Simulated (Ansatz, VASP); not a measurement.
# TePb in VASP and in Ansatz

Contents of INCAR:

```
ALGO     = Normal         # electronic algorithm
EDIFF    = 1E-6           # SCF threshold, eV
ENCUT    = 500            # plane-wave cutoff, eV
GGA      = PE             # functional
GGA_COMPAT= False        
ISIF     = 2              # what is computed and relaxed
ISMEAR   = 0              # smearing method
ISYM     = 0            
LASPH    = True           # aspherical terms in the spheres
LCHARG   = False          # write CHGCAR
LREAL    = False          # projectors in reciprocal space
LWAVE    = False          # write WAVECAR
NBANDS   = 17             # bands
NELM     = 120            # most SCF steps
PREC     = Accurate       # precision mode
SIGMA    = 0.1            # smearing width, eV
```

File KPOINTS:

```
k-points
0
Gamma
  1 1 1
```

The input POSCAR:

```
TePb
1.0
    4.0022870000      0.0000000000      0.0000000000
    0.0000000000      4.0022870000      0.0000000000
    0.0000000000      0.0000000000      4.0022870000
Te Pb
1 1
Direct
    0.5000000000      0.5000000000      0.5000000000
    0.0000000000      0.0000000000      0.0000000000
```

Input for Ansatz:

```yaml
crystal:
  lattice:
    - [4.002287, 0.0, 0.0]
    - [0.0, 4.002287, 0.0]
    - [0.0, 0.0, 4.002287]
  atoms:
    - { symbol: Te, position: [0.5, 0.5, 0.5] }
    - { symbol: Pb, position: [0.0, 0.0, 0.0] }
  symmetry: { detect: false }
basis:
  ecutwfc: 420
kpoints:
  mp_grid: { grid: [1, 1, 1] }
hamiltonian:
  xc: pbe
scf:
  occupations: { method: gaussian, width: 0.1 }
output:
  forces: true
  stress: false
  eigenvalues: true
```

Alike in both runs: task single point; functional PBE; k mesh 1 × 1 × 1; occupations gaussian, width 0.1 eV; no spin polarisation.

```csv
,VASP,Ansatz
version,VASP 6.6.1,Ansatz 0.2.0
potentials or method,"VASP PAW PBE potentials, release 64 (Te, Pb_d), cutoff 500 eV","scalar-relativistic, plane waves, PAW"
valence electrons in the cell,20,30
```

|  | VASP | Ansatz | Ansatz less VASP |
| --- | --- | --- | --- |
| gap on the k mesh at the Fermi level (eV) | 5.82 | 5.84 | +0.015 |
| least direct gap on the mesh (eV) | 5.82 | 5.84 | +0.015 |

VASP's potentials hold 20 valence electrons a cell and Ansatz's 30, so a difference there can come from the potentials and not from the codes.

The k mesh is coarse, so the values compare programs but aren't converged. Spin-orbit coupling is off throughout.
